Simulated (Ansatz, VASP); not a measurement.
One calculation of MgO, two programs

INCAR

```
SYSTEM = MgO
PREC = Accurate ; ENCUT = 520
EDIFF = 1E-6 ; ISMEAR = 0
SIGMA = 0.05 ; LREAL = .False.
LASPH = .True. ; NELM = 80
ALGO = Normal ; ISIF = 2
LWAVE = .False. ; LCHARG = .False.
GGA = PS ; NBANDS = 16
```

Contents of KPOINTS:

```
Automatic mesh
0
Gamma
  9 9 6
  0 0 0
```

The input POSCAR:

```
MgO
1.0
    3.3992184161      0.0000000000      0.0000000000
   -1.6996092081      2.9438095014      0.0000000000
    0.0000000000      0.0000000000      4.0735901895
Mg O
2 2
Direct
    0.6666666667      0.3333333333      0.7500000000
    0.3333333333      0.6666666667      0.2500000000
    0.6666666667      0.3333333333      0.2500000000
    0.3333333333      0.6666666667      0.7500000000
```

Input for Ansatz:

```yaml
crystal:
  lattice:
    - [3.3992184161, 0.0, 0.0]
    - [-1.6996092081, 2.9438095014, 0.0]
    - [0.0, 0.0, 4.0735901895]
  atoms:
    - { symbol: Mg, position: [0.6666666667, 0.3333333333, 0.75] }
    - { symbol: Mg, position: [0.3333333333, 0.6666666667, 0.25] }
    - { symbol: O, position: [0.6666666667, 0.3333333333, 0.25] }
    - { symbol: O, position: [0.3333333333, 0.6666666667, 0.75] }
basis:
  ecutwfc: 420
kpoints:
  mp_grid: { grid: [9, 9, 6] }
hamiltonian:
  xc: pbesol
scf:
  occupations: { method: gaussian, width: 0.05 }
output:
  forces: true
  stress: true
  eigenvalues: true
```

Change from the starting cell: strain -0.025 along x and y, -0.025 along z, atoms carried along.

Alike in both runs: task single point; functional PBEsol; k mesh 9 × 9 × 6; occupations gaussian, width 0.05 eV; no spin polarisation.

|  | VASP | Ansatz |
| --- | --- | --- |
| version | VASP 6.6.1 | Ansatz 0.2.0 |
| potentials or method | VASP PAW PBE potentials, release 64 (Mg, O), cutoff 520 eV | scalar-relativistic, plane waves, PAW |
| valence electrons in the cell | 16 | 32 |

|  | VASP | Ansatz | Ansatz less VASP |
| --- | --- | --- | --- |
| gap on the k mesh at the Fermi level (eV) | 3.70 | 3.70 | +0.003 |
| least direct gap on the mesh (eV) | 3.70 | 3.70 | +0.003 |
| pressure (GPa) | 12.9 | 13.0 | +0.18 |
| traceless stress, the component that is largest in VASP (GPa) | 0.85 | 0.92 | +0.072 |

VASP's potentials were made for PBE, not for PBEsol. The functional is the same, so the differences come from potentials, cutoffs and numerics. VASP's potentials hold 16 valence electrons a cell and Ansatz's 32, so a difference there can come from the potentials and not from the codes.
